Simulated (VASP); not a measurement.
Zn:

```
CELL_PARAMETERS angstrom
2.43084 0.00000 0.00000
-1.21542 2.10517 0.00000
0.00000 0.00000 5.61451
ATOMIC_POSITIONS crystal
Zn 0.00000 0.00000 0.30589
Zn 0.00000 0.00000 0.69411
```

The cell was generated, and may not be a known phase.

| Item | Value |
| --- | --- |
| Program | VASP 6.6.1 |
| Task | relaxation of cell and atoms |
| Functional | PBE |
| Potentials or basis | VASP PAW PBE potentials, release 64 (Zn) |
| Cutoff | 600 eV |
| k mesh | 12 × 12 × 4 |
| Occupations | gaussian, width 0.1 eV |
| Spin | no spin polarisation |

At the start: pressure 32.0 GPa; volume 14.37 Å³/atom.

**Question.** How do energy, volume and symmetry change on relaxing?

**Answer.** Over 24 steps the energy falls by 568.0 meV/atom and the volume is 17.58 Å³/atom (+22.4 %); space group P6/mmm (No. 191, to 0.1 Å) before and after.

The path:
| step | energy change (eV) | largest force (eV/Å) | pressure (GPa) | volume (Å³) |
| --- | --- | --- | --- | --- |
| 1 | 0.0000 | 3.7709 | 32.01 | 28.73 |
| 2 | -0.9770 | 0.0258 | -5.50 | 42.35 |
| 3 | -1.0565 | 0.3776 | -0.92 | 37.47 |
| 4 | -1.0577 | 0.3097 | -1.76 | 38.07 |
| 5 | -1.0577 | 0.3353 | -1.53 | 37.87 |
| 6 | -1.0783 | 0.2858 | -0.29 | 37.03 |
| 7 | -1.0842 | 0.2492 | 0.96 | 36.33 |
| 8 | -1.0946 | 0.1961 | 0.56 | 36.55 |
| 9 | -1.1109 | 0.1028 | -1.26 | 37.21 |
| 10 | -1.1131 | 0.0710 | -1.49 | 37.48 |
| 11 | -1.1228 | 0.0490 | -0.79 | 36.76 |
| 12 | -1.1262 | 0.0329 | -0.70 | 36.37 |
| 13 | -1.1277 | 0.0160 | 0.97 | 35.62 |
| 14 | -1.1280 | 0.0069 | 0.50 | 35.90 |
| 15 | -1.1331 | 0.0457 | 0.12 | 35.49 |
| 16 | -1.1333 | 0.0528 | 0.07 | 35.43 |
| 17 | -1.1331 | 0.0707 | 0.06 | 35.32 |
| 18 | -1.1333 | 0.0553 | 0.00 | 35.41 |
| 19 | -1.1344 | 0.0392 | -0.15 | 35.48 |
| 20 | -1.1350 | 0.0144 | -0.49 | 35.60 |
| 21 | -1.1359 | 0.0016 | -0.30 | 35.23 |
| 22 | -1.1352 | 0.0212 | 0.31 | 34.82 |
| 23 | -1.1358 | 0.0072 | 0.40 | 35.05 |
| 24 | -1.1359 | 0.0023 | 0.06 | 35.15 |

Final structure:
```yaml
crystal:
  lattice:
    - [2.57292, 0.00000, 0.00000]
    - [-1.28646, 2.22822, 0.00000]
    - [0.00000, 0.00000, 6.13177]
  atoms:
    - { symbol: Zn, position: [0.00000, 0.00000, 0.25030] }
    - { symbol: Zn, position: [0.00000, 0.00000, 0.74970] }
```

Caveat: the volume moved by over 15 % at a fixed basis, so the end points are rough.
